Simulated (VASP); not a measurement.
# Si16Ge (a cell with a defect) in VASP: notebook, part 2 of 2

VASP 6.6.1. Earlier steps stand in the parts before.

## Step 3: Single point, PBE+D3(BJ)

INCAR reads:

```
ALGO = Normal
EDIFF = 1E-7
ENCUT = 520
GGA = PE
ISIF = 2
ISMEAR = -1
IVDW = 12
LASPH = T
LCHARG = T
LELF = T
LREAL = Auto
LVHAR = T
LWAVE = F
NBANDS = 53
NELM = 80
PREC = Accurate
SIGMA = 0.05
```

KPOINTS reads:

```
k-points
0
Gamma
  2 2 2
```

POSCAR reads:

```
Si16Ge
1.0
    0.0000000000      5.4300000000      5.4300000000
    5.4300000000      0.0000000000      5.4300000000
    5.4300000000      5.4300000000      0.0000000000
Si Ge
16 1
Direct
   -0.1411418048     -0.1558379374      0.2836095764
    0.1271270718      0.0297605893      0.1615285451
    0.0697697974     -0.0660313076      0.5071362799
   -0.1251381215      0.2476427256      0.7145119705
    0.0179281768      0.4137661142     -0.0100644567
    0.1368139963      0.6021731123      0.0971454880
    0.1610589319      0.4116114180      0.4280755064
    0.1932872928      0.5366574586      0.6338581952
    0.4932872928     -0.0224585635     -0.1027532228
    0.6173388582      0.0959760589      0.0646132597
    0.4210589319      0.0984254144      0.4353314917
    0.6957826888      0.1104235727      0.5116574586
    0.5418508287      0.4873572744     -0.0201933702
    0.6507734807      0.6209023941      0.0952670350
    0.5760773481      0.4648250460      0.4791528545
    0.6683609576      0.6372375691      0.5905709024
    0.2151657459      0.9357366483      0.7980386740
```

Potentials or basis: VASP PAW PBE potentials, release 64 (Si, Ge_d).

Launch:

```bash
> cat potpaw_PBE.64/Si/POTCAR potpaw_PBE.64/Ge_d/POTCAR > POTCAR
> mpirun -np 1 vasp_std > vasp.out
```

OUTCAR:

```text
EDIFF = 1E-7
   ENCUT = 520
   GGA = PE
   ISIF = 2
   ISMEAR = -1
   IVDW = 12
   LASPH = T
   LREAL = Auto
   NELM = 80
   PREC = Accurate
 IVDW          = 12

 ion  position               nearest neighbor table
   1  0.859  0.844  0.284-  16 2.31   6 2.39  10 2.51   2 2.61  12 2.76  11 2.88   7 2.97
   2  0.127  0.030  0.162-   3 2.23   5 2.43   9 2.48   1 2.61  17 2.90  12 3.05
   3  0.070  0.934  0.507-   2 2.23  12 2.48   8 2.49   4 2.90  17 2.96
   4  0.875  0.248  0.715-  16 2.51  10 2.52   7 2.53  17 2.62  13 2.81   3 2.90  15 2.94
[... 660 lines left out ...]
  Total      -3.99489    -4.52578    -6.29133    -0.09984    -3.68197    -2.43404
  in kB     -19.98876   -22.64511   -31.47920    -0.49954   -18.42302   -12.17893
  external pressure =      -24.70 kB  Pullay stress =        0.00 kB

 VOLUME and BASIS-vectors are now :
 -----------------------------------------------------------------------------
  energy-cutoff  :      520.00
  volume of cell :      320.21
      direct lattice vectors                 reciprocal lattice vectors
     0.000000000  5.430000000  5.430000000    -0.092081031  0.092081031  0.092081031
     5.430000000  0.000000000  5.430000000     0.092081031 -0.092081031  0.092081031
     5.430000000  5.430000000  0.000000000     0.092081031  0.092081031 -0.092081031

 POSITION                                       TOTAL-FORCE (eV/Angst)
 -----------------------------------------------------------------------------------
      6.12380      6.20360      9.24740         0.054475     -0.629196      1.228295
      1.03870      1.56740      0.85190        -0.755136     -1.314193      0.721137
      7.82520      3.13260      5.45030         0.936725      0.969970     -0.813148
      5.22450      8.63030      6.09520        -0.552081      0.387016      0.116045
      7.62210      5.47270      2.34410         1.050791      0.743158      0.143913
      3.79730      1.27040      4.01270        -1.535546     -0.484071      0.191850
[... 9 lines left out ...]
      6.66700      6.83600      7.08940         0.321711      0.185254     -0.734108
      9.41440      5.50170      6.24940         0.182826     -0.146017     -0.314888
 -----------------------------------------------------------------------------------
    total drift:                                0.004004      0.003006      0.004300

  FREE ENERGIE OF THE ION-ELECTRON SYSTEM (eV)
  ---------------------------------------------------
  free  energy   TOTEN  =       -89.9689070464 eV

  energy  without entropy=      -89.9280886683  energy(sigma->0) =      -89.94849786
```

Wall time 8.4 min (1 thread of Intel Xeon Platinum 8259CL at 2.50GHz (Skylake/Cascade Lake), shared host); peak memory 0.49 GiB.

What came out:

* Free energy: -89.9689 eV
* Pressure: -2.5 GPa
* Largest force: 2.064 eV/Å
* Band gap on the k mesh: zero (band 39 reaches 6.70 eV, above the bottom of band 40 at 6.47 eV)
* Dispersion energy per atom: -0.334 eV

Forces on the atoms (eV/Å):
```
Si   0.054 -0.629  1.228
Si  -0.755 -1.314  0.721
Si   0.937  0.970 -0.813
Si  -0.552  0.387  0.116
Si   1.051  0.743  0.144
Si  -1.536 -0.484  0.192
Si   1.512  0.066 -0.632
Si  -0.309 -0.678  1.199
Si   0.380  0.758  0.335
Si   0.293 -0.176  0.224
Si  -1.763  0.723  0.284
Si   0.110  0.767 -0.779
Si  -0.787 -1.100 -1.559
Si   0.339  0.841  0.234
Si   0.521 -0.913  0.155
Si   0.322  0.185 -0.734
Ge   0.183 -0.146 -0.315
```

Caveat: the k points lie up to 0.50 Å⁻¹ apart.

## Step 4: Single point, PBE+D3(BJ)

INCAR reads:

```
PREC     = Accurate       # precision mode
ENCUT    = 520            # plane-wave cutoff, eV
EDIFF    = 1E-7           # SCF threshold, eV
ISMEAR   = -1             # smearing method
SIGMA    = 0.05           # smearing width, eV
LREAL    = Auto         
LASPH    = True           # aspherical terms in the spheres
NELM     = 60             # most SCF steps
ALGO     = Normal         # electronic algorithm
ISIF     = 2              # what is computed and relaxed
LWAVE    = False          # write WAVECAR
LCHARG   = False          # write CHGCAR
GGA      = PE             # functional
IVDW     = 12             # dispersion correction
NBANDS   = 53             # bands
```

KPOINTS reads:

```
Automatic mesh
0
Gamma
  2 2 2
```

POSCAR reads:

```
Si16Ge
1.0
    0.0000000000      5.4300000000      5.4300000000
    5.4300000000      0.0000000000      5.4300000000
    5.4300000000      5.4300000000      0.0000000000
Si Ge
16 1
Direct
   -0.1911786372     -0.1617863720      0.3516574586
    0.2454788214      0.1584438306     -0.0272651934
    0.1106169429     -0.0073756906      0.3713904236
   -0.0789134438      0.1784898711      0.6217127072
    0.0555985267      0.5179005525     -0.0785635359
    0.1715930018      0.5685174954      0.1248158379
    0.1242173112      0.3619705341      0.4830755064
    0.2072099448      0.5648526703      0.5741896869
    0.6034162063     -0.0842265193     -0.0072651934
    0.7240791897      0.1024585635      0.0350184162
    0.4252946593      0.0677624309      0.3766574586
    0.6462430939      0.0580110497      0.6340147330
    0.5365193370      0.4617679558     -0.0479558011
    0.6754880295      0.5493738490      0.0928545120
    0.5761325967      0.4458931860      0.5016390424
    0.5214732965      0.6919889503      0.6254696133
    0.1188581952      0.9505893186      0.8900736648
```

Launch:

```bash
> cat potpaw_PBE.64/Si/POTCAR potpaw_PBE.64/Ge_d/POTCAR > POTCAR
> mpirun -np 1 vasp_std > vasp.out
```

It took 8.1 min on 1 thread of Intel Xeon Platinum 8259CL at 2.50GHz (Skylake/Cascade Lake), shared host; peak memory 0.49 GiB.

The run converged. Its results:

```yaml
Free_energy: -88.7794 eV
Pressure: -0.1 GPa
Largest_force: 2.835 eV/Å
Band_gap_on_the_k_mesh: zero (band 39 reaches 6.79 eV, above the bottom of band 40 at 6.51 eV)
Dispersion_energy_per_atom: -0.337 eV
```

Forces on the atoms (eV/Å):
```
Si   0.731  1.061  0.330
Si  -0.870  0.782 -1.629
Si  -1.067  0.203 -0.321
Si  -0.204 -0.477 -2.435
Si   1.231  0.598 -1.169
Si   0.161 -1.136 -0.013
Si   0.330  0.900  2.668
Si  -0.334 -1.353  1.072
Si   0.230 -0.987 -0.779
Si  -0.013  0.330 -0.133
Si   0.496  0.158 -0.764
Si  -0.795 -1.051  0.490
Si   0.530  0.547 -0.080
Si   0.879  1.547  0.720
Si  -1.586 -0.821 -0.363
Si   0.398 -0.910  1.414
Ge  -0.118  0.607  0.991
```

Stress tensor (GPa, compression positive):
```
-1.97  0.75 -1.60
 0.75 -0.29 -0.14
-1.60 -0.14  1.93
```

Levels at points of the mesh, in eV from the Fermi level:
```
           k point  band 37  band 38  band 39  band 40  band 41  band 42
(0.00, 0.00, 0.00)    -0.89    -0.43    -0.16    -0.09     0.37     0.48
(0.50, 0.00, 0.00)    -0.74    -0.73    -0.07     0.17     0.37     0.70
(0.00, 0.50, 0.00)    -0.65    -0.58    -0.10     0.06     0.56     0.79
(0.00, 0.00, 0.50)    -0.52    -0.38    -0.01     0.13     0.29     0.75
(0.50, 0.50, 0.50)    -0.90    -0.63    -0.40    -0.03     0.70     0.92
(0.50, 0.50, 0.00)    -0.81    -0.41     0.19     0.36     0.78     1.16
(0.00, 0.50, 0.50)    -0.84    -0.71    -0.13     0.38     0.84     1.32
(0.50, 0.00, 0.50)    -1.03    -0.82    -0.32     0.64     0.88     1.20
```

Caveat: the k points lie up to 0.50 Å⁻¹ apart.
